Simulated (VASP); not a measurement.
# HoC (Pm-3m) in VASP: single point with PBE+U

Aim: the single point of HoC with PBE+U.

All numbers are computed with VASP 6.6.1; they aren't measurements. Logs are shortened: lines on timing, memory, paths and dates and some standing lists are left out, and cuts for length are marked.

### 1 The cell of the first run

It takes space group Pm-3m (No. 221, cubic). The conventional cell has a = 2.977 Å, b = 2.977 Å, c = 2.977 Å, α = 90.00°, β = 90.00°, γ = 90.00°. Ho (site symmetry m-3m) has 8 C at 2.58 Å and 6 Ho at 2.98 Å within 3.4 Å. Within 3.4 Å of C (site symmetry m-3m) lie 8 Ho at 2.58 Å and 6 C at 2.98 Å.

### 2 Single point, PBE+U, collinear spin, ferromagnetic start

The input, INCAR:

```
  PREC = Accurate
  ENCUT = 1300
  EDIFF = 1E-6
  ISMEAR = 0
  SIGMA = 0.05
  LREAL = F
  LASPH = T
  NELM = 200
  ALGO = Normal
  ISIF = 2
  LWAVE = F
  LCHARG = F
  ISPIN = 2
  MAGMOM = 4 0
  LORBIT = 11
  LMAXMIX = 6
  LDAU = T
  LDAUTYPE = 2
  LDAUL = 3 -1
  LDAUU = 6 0
  LDAUJ = 0 0
  LDAUPRINT = 1
  GGA = PE
  NBANDS = 24
  GGA_COMPAT = F
```

The input, KPOINTS:

```
regular mesh
0
Gamma
  5 5 5
```

The input, POSCAR:

```
HoC
1.0
    2.9774311339      0.0000000000      0.0000000000
    0.0000000000      2.9774311339      0.0000000000
    0.0000000000      0.0000000000      2.9774311339
Ho C
1 1
Direct
    0.0000000000      0.0000000000      0.0000000000
    0.5000000000      0.5000000000      0.5000000000
```

Potentials or basis: VASP PAW PBE potentials, release 64 (Ho, C_h).

On the command line:

```sh
$ cat potpaw_PBE.64/Ho/POTCAR potpaw_PBE.64/C_h/POTCAR > POTCAR
$ mpirun -np 1 vasp_std > vasp.out
```

OUTCAR:

```text
PREC = Accurate
   ENCUT = 1300
   EDIFF = 1E-6
   ISMEAR = 0
   LREAL = F
   LASPH = T
   NELM = 200
   ISIF = 2
   ISPIN = 2
   LORBIT = 11
   GGA = PE

 ion  position               nearest neighbor table
   1  0.000  0.000  0.000-   2 2.58   2 2.58   2 2.58   2 2.58   2 2.58   2 2.58   2 2.58   2 2.58

   2  0.500  0.500  0.500-   1 2.58   1 2.58   1 2.58   1 2.58   1 2.58   1 2.58   1 2.58   1 2.58

  LATTYP: Found a simple cubic cell.
 ALAT       =     2.9774311339

  Lattice vectors:

 A1 = (   2.9774311339,   0.0000000000,   0.0000000000)
 A2 = (   0.0000000000,   2.9774311339,   0.0000000000)
 A3 = (   0.0000000000,   0.0000000000,   2.9774311339)

Analysis of symmetry for initial positions (statically):
=====================================================================
 Subroutine PRICEL returns:
 Original cell was already a primitive cell.

 Routine SETGRP: Setting up the symmetry group for a
 simple cubic supercell.

 Subroutine GETGRP returns: Found 48 space group operations
 (whereof 48 operations were pure point group operations)
 out of a pool of 48 trial point group operations.

The static configuration has the point symmetry O_h .

Analysis of symmetry for dynamics (positions and initial velocities):
=====================================================================
 Subroutine PRICEL returns:
 Original cell was already a primitive cell.

 Routine SETGRP: Setting up the symmetry group for a
 simple cubic supercell.

 Subroutine GETGRP returns: Found 48 space group operations
 (whereof 48 operations were pure point group operations)
 out of a pool of 48 trial point group operations.

The dynamic configuration has the point symmetry O_h .

Analysis of structural, dynamic, and magnetic symmetry:
=====================================================================
 Subroutine PRICEL returns:
 Original cell was already a primitive cell.

 Routine SETGRP: Setting up the symmetry group for a
 simple cubic supercell.

 Subroutine GETGRP returns: Found 48 space group operations
 (whereof 48 operations were pure point group operations)
 out of a pool of 48 trial point group operations.

The overall configuration has the point symmetry O_h .

 Subroutine INISYM returns: Found 48 space group operations
 (whereof 48 operations are pure point group operations),
 and found     1 'primitive' translations

----------------------------------------------------------------------------------------

                                     Primitive cell

  volume of cell :      26.3952

  direct lattice vectors                    reciprocal lattice vectors
     2.977431134  0.000000000  0.000000000     0.335859993  0.000000000  0.000000000
     0.000000000  2.977431134  0.000000000     0.000000000  0.335859993  0.000000000
     0.000000000  0.000000000  2.977431134     0.000000000  0.000000000  0.335859993

  length of vectors
     2.977431134  2.977431134  2.977431134     0.335859993  0.335859993  0.335859993

[... 110 lines left out ...]
 onsite density matrix

spin component  1

  0.9930 -0.0000 -0.0026  0.0000 -0.0000 -0.0000 -0.0000
 -0.0000  0.9979  0.0000 -0.0000  0.0000  0.0000  0.0000
 -0.0026  0.0000  0.9944  0.0000 -0.0000 -0.0000  0.0000
  0.0000 -0.0000  0.0000  0.9911  0.0000  0.0000 -0.0000
 -0.0000  0.0000 -0.0000  0.0000  0.9944  0.0000  0.0026
 -0.0000  0.0000 -0.0000  0.0000  0.0000  0.9964 -0.0000
 -0.0000  0.0000  0.0000 -0.0000  0.0026 -0.0000  0.9930

spin component  2

  0.6197 -0.0000  0.4724  0.0000  0.0000  0.0000 -0.0000
 -0.0000  0.1182  0.0000 -0.0000  0.0000 -0.0000 -0.0000
  0.4724  0.0000  0.3757  0.0000  0.0000 -0.0000 -0.0000
  0.0000 -0.0000  0.0000  0.9856  0.0000 -0.0000 -0.0000
  0.0000  0.0000  0.0000  0.0000  0.3757  0.0000 -0.4724
  0.0000 -0.0000 -0.0000 -0.0000  0.0000  0.0098  0.0000
 -0.0000 -0.0000 -0.0000 -0.0000 -0.4724  0.0000  0.6197

 occupancies and eigenvectors

  o =  0.0098  v =  0.0000  0.0000  0.0000  0.0000  0.0000  0.0000  0.0000  0.6124  0.0000 -0.7906 -0.0000  0.0003 -0.0001  0.0002      0.0000  0.0000  0.0000  0.0000  0.0000  0.0000  0.0000  0.0000  0.0000  0.0000  0.0000  0.0000  0.0000  0.0000
  o =  0.0098  v =  0.0000  0.0000  0.0000  0.0000  0.0000  0.0000  0.0000 -0.0002  0.0000  0.0003  0.0000  0.7906 -0.0000  0.6124      0.0000  0.0000  0.0000  0.0000  0.0000  0.0000  0.0000  0.0000  0.0000  0.0000  0.0000  0.0000  0.0000  0.0000
  o =  0.0098  v =  0.0000  0.0000  0.0000  0.0000  0.0000  0.0000  0.0000 -0.0000  0.0000  0.0001 -0.0000 -0.0000 -1.0000 -0.0000      0.0000  0.0000  0.0000  0.0000  0.0000  0.0000  0.0000  0.0000  0.0000  0.0000  0.0000  0.0000  0.0000  0.0000
  o =  0.1182  v =  0.0000  0.0000  0.0000  0.0000  0.0000  0.0000  0.0000  0.0000 -1.0000 -0.0000 -0.0000  0.0000 -0.0000 -0.0000      0.0000  0.0000  0.0000  0.0000  0.0000  0.0000  0.0000  0.0000  0.0000  0.0000  0.0000  0.0000  0.0000  0.0000
  o =  0.9856  v =  0.0000  0.0000  0.0000  0.0000  0.0000  0.0000  0.0000 -0.0000 -0.0000  0.0000  1.0000 -0.0000  0.0000  0.0000      0.0000  0.0000  0.0000  0.0000  0.0000  0.0000  0.0000  0.0000  0.0000  0.0000  0.0000  0.0000  0.0000  0.0000
  o =  0.9856  v =  0.0000  0.0000  0.0000  0.0000  0.0000  0.0000  0.0000  0.0000 -0.0000 -0.0000  0.0000  0.6124 -0.0000 -0.7906      0.0000  0.0000  0.0000  0.0000  0.0000  0.0000  0.0000  0.0000  0.0000  0.0000  0.0000  0.0000  0.0000  0.0000
  o =  0.9856  v =  0.0000  0.0000  0.0000  0.0000  0.0000  0.0000  0.0000  0.7906  0.0000  0.6124  0.0000  0.0000 -0.0000 -0.0000      0.0000  0.0000  0.0000  0.0000  0.0000  0.0000  0.0000  0.0000  0.0000  0.0000  0.0000  0.0000  0.0000  0.0000
  o =  0.9911  v =  0.0000 -0.0000  0.0000  1.0000  0.0003  0.0000 -0.0004  0.0000  0.0000  0.0000  0.0000  0.0000  0.0000  0.0000      0.0000  0.0000  0.0000  0.0000  0.0000  0.0000  0.0000  0.0000  0.0000  0.0000  0.0000  0.0000  0.0000  0.0000
  o =  0.9911  v = -0.7906  0.0000 -0.6124  0.0000 -0.0000 -0.0000 -0.0000  0.0000  0.0000  0.0000  0.0000  0.0000  0.0000  0.0000      0.0000  0.0000  0.0000  0.0000  0.0000  0.0000  0.0000  0.0000  0.0000  0.0000  0.0000  0.0000  0.0000  0.0000
  o =  0.9911  v =  0.0000 -0.0000  0.0000 -0.0005  0.6124  0.0000 -0.7906  0.0000  0.0000  0.0000  0.0000  0.0000  0.0000  0.0000      0.0000  0.0000  0.0000  0.0000  0.0000  0.0000  0.0000  0.0000  0.0000  0.0000  0.0000  0.0000  0.0000  0.0000
  o =  0.9964  v =  0.6124  0.0000 -0.7906  0.0000 -0.0000 -0.0000 -0.0000  0.0000  0.0000  0.0000  0.0000  0.0000  0.0000  0.0000      0.0000  0.0000  0.0000  0.0000  0.0000  0.0000  0.0000  0.0000  0.0000  0.0000  0.0000  0.0000  0.0000  0.0000
  o =  0.9964  v =  0.0000 -0.0000 -0.0000 -0.0000  0.7906 -0.0000  0.6124  0.0000  0.0000  0.0000  0.0000  0.0000  0.0000  0.0000      0.0000  0.0000  0.0000  0.0000  0.0000  0.0000  0.0000  0.0000  0.0000  0.0000  0.0000  0.0000  0.0000  0.0000
  o =  0.9964  v =  0.0000 -0.0000 -0.0000 -0.0000  0.0000  1.0000  0.0000  0.0000  0.0000  0.0000  0.0000  0.0000  0.0000  0.0000      0.0000  0.0000  0.0000  0.0000  0.0000  0.0000  0.0000  0.0000  0.0000  0.0000  0.0000  0.0000  0.0000  0.0000
  o =  0.9979  v =  0.0000  1.0000 -0.0000  0.0000  0.0000  0.0000  0.0000  0.0000  0.0000  0.0000  0.0000  0.0000  0.0000  0.0000      0.0000  0.0000  0.0000  0.0000  0.0000  0.0000  0.0000  0.0000  0.0000  0.0000  0.0000  0.0000  0.0000  0.0000

 number of electron      25.0000005 magnetization       3.7347141

 Free energy of the ion-electron system (eV)
  ---------------------------------------------------
  ext. energy  EPLUGINS =         0.00000000
  ---------------------------------------------------
  free energy    TOTEN  =       -13.16359432 eV

  energy without entropy =      -13.16087473  energy(sigma->0) =      -13.16223453

 E-fermi :   5.2403     XC(G=0): -12.6675

 val. band max:        5.2282447466   @ k =   0.4000   0.2000   0.0000
 cond. band min:       5.4137793024   @ k =   0.2000   0.0000   0.0000
 fundamental gap:      0.1855345559
 Fermi energy:         5.2403348903

 spin component 1

 k-point     1 :       0.0000    0.0000    0.0000
  band No.  band energies     occupation
      1     -43.2711      1.00000
      2     -17.4036      1.00000
      3     -17.4036      1.00000
      4     -17.4036      1.00000
      5      -6.0927      1.00000
      6      -1.9734      1.00000
[... 259 lines left out ...]
     23      20.1644      0.00000
     24      27.6310      0.00000
 Fermi energy:         5.2403348903

 spin component 2

 k-point     1 :       0.0000    0.0000    0.0000
  band No.  band energies     occupation
      1     -41.5685      1.00000
      2     -16.1526      1.00000
      3     -16.1526      1.00000
      4     -16.1526      1.00000
      5      -6.2022      1.00000
      6       1.3954      1.00000
[... 259 lines left out ...]
     23      20.6670      0.00000
     24      28.4056      0.00000

------------------------ aborting loop because EDIFF is reached ----------------------------------------

  FORCE on cell =-STRESS in cart. coord.  units (eV):
  Direction    XX          YY          ZZ          XY          YZ          ZX
  --------------------------------------------------------------------------------------
  -------------------------------------------------------------------------------------
  Total        2.5443270      2.5443270      2.5443270     -0.0000000      0.0000000      0.0000000
  in kB      154.4394805    154.4394805    154.4394805     -0.0000000      0.0000000      0.0000000
  external PRESSURE =     154.4394805 kB  Pullay stress =       0.0000000 kB

 VOLUME and BASIS-vectors are now :
 -----------------------------------------------------------------------------
  energy-cutoff  :     1300.00
  volume of cell :       26.40
      direct lattice vectors                 reciprocal lattice vectors
     2.977431134  0.000000000  0.000000000     0.335859993  0.000000000  0.000000000
     0.000000000  2.977431134  0.000000000     0.000000000  0.335859993  0.000000000
     0.000000000  0.000000000  2.977431134     0.000000000  0.000000000  0.335859993

 POSITION                                       TOTAL-FORCE (eV/Angst)
 -----------------------------------------------------------------------------------
      0.00000      0.00000      0.00000         0.000000      0.000000      0.000000
      1.48872      1.48872      1.48872         0.000000      0.000000      0.000000
 -----------------------------------------------------------------------------------
    total drift:                               -0.000000      0.000000     -0.000000

  FREE ENERGIE OF THE ION-ELECTRON SYSTEM (eV)
  ---------------------------------------------------
  free  energy   TOTEN  =       -13.1635943235 eV

  energy  without entropy=      -13.1608747346  energy(sigma->0) =      -13.16223453

 total charge

# of ion       s       p       d       f       tot
--------------------------------------------------
    1        2.095   5.790   0.677  10.055  18.616
    2        0.507   0.824   0.000   0.000   1.331
--------------------------------------------------
tot          2.602   6.614   0.677  10.055  19.948

 magnetization (x)

# of ion       s       p       d       f       tot
--------------------------------------------------
    1        0.006  -0.033   0.045   3.855   3.873
    2       -0.003  -0.075   0.000   0.000  -0.078
--------------------------------------------------
tot          0.003  -0.108   0.045   3.855   3.795
```

Run time: 6.4 min. Hardware: 1 thread of AMD EPYC 7R43 (Zen 3), shared host; peak memory 0.26 GiB.

Results:

```yaml
Free_energy: -13.1636 eV
Pressure: 15.4 GPa
Net_moment: 3.73 μB per cell
Site_moments: Ho +3.87; C -0.08 μB
Valence_electrons_inside_the_program's_atomic_spheres: Ho 18.62; C 1.33
```

Eigenvalues of the final occupation matrices:
```csv
site,spin,trace,eigenvalues
site 1 f,1,6.96,0.99 0.99 0.99 1.00 1.00 1.00 1.00
site 1 f,2,3.10,0.01 0.01 0.01 0.12 0.99 0.99 0.99
```

Caveat: the k points lie up to 0.42 Å⁻¹ apart; the magnetic or orbital state may not be the lowest; spin-orbit coupling is left out, which moves the levels of the heavy elements. The state reached can hang on the start; a lower one may exist.
